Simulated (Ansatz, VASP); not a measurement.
**One calculation of SiC, two programs**

Contents of INCAR:

```
SYSTEM = SiC
  PREC = Accurate
  ENCUT = 600
  EDIFF = 1E-6
  ISMEAR = 0
  SIGMA = 0.1
  LREAL = .FALSE.
  LASPH = .TRUE.
  NELM = 120
  ALGO = Normal
  ISIF = 2
  LWAVE = .FALSE.
  LCHARG = .FALSE.
  GGA = PS
  NBANDS = 11
  GGA_COMPAT = .FALSE.
```

File KPOINTS:

```
regular mesh
0
G
  8 8 8
  0 0 0
```

POSCAR

```
SiC
1.0
    0.0000000000      2.1800000000      2.1800000000
    2.1800000000      0.0000000000      2.1800000000
    2.1800000000      2.1800000000      0.0000000000
Si C
1 1
Direct
    0.0000000000      0.0000000000      0.0000000000
    0.2500000000      0.2500000000      0.2500000000
```

Input for Ansatz:

```yaml
crystal:
  lattice:
    - [0.0, 2.18, 2.18]
    - [2.18, 0.0, 2.18]
    - [2.18, 2.18, 0.0]
  atoms:
    - { symbol: Si, position: [0.0, 0.0, 0.0] }
    - { symbol: C, position: [0.25, 0.25, 0.25] }
basis:
  ecutwfc: 420
kpoints:
  mp_grid: { grid: [8, 8, 8] }
hamiltonian:
  xc: pbesol
  pseudopotentials: { kind: paw, azcp: { folder: soft_1 } }
scf:
  occupations: { method: gaussian, width: 0.1 }
output:
  forces: true
  stress: true
  eigenvalues: true
```

Alike in both runs: task single point; functional PBEsol; k mesh 8 × 8 × 8; occupations gaussian, width 0.1 eV; no spin polarisation.

|  | VASP | Ansatz |
| --- | --- | --- |
| version | VASP 6.6.1 | Ansatz 0.2.0 |
| potentials or method | VASP PAW PBE potentials, release 64 (Si, C), cutoff 600 eV | scalar-relativistic, plane waves, PAW |
| valence electrons in the cell | 8 | 8 |

|  | VASP | Ansatz | Ansatz less VASP |
| --- | --- | --- | --- |
| gap on the k mesh at the Fermi level (eV) | 1.23 | 1.24 | +0.010 |
| least direct gap on the mesh (eV) | 4.44 | 4.46 | +0.014 |
| pressure (GPa) | -0.3 | -0.5 | -0.21 |

VASP's potentials were made for PBE, not for PBEsol, and Ansatz warns of the same on its side.
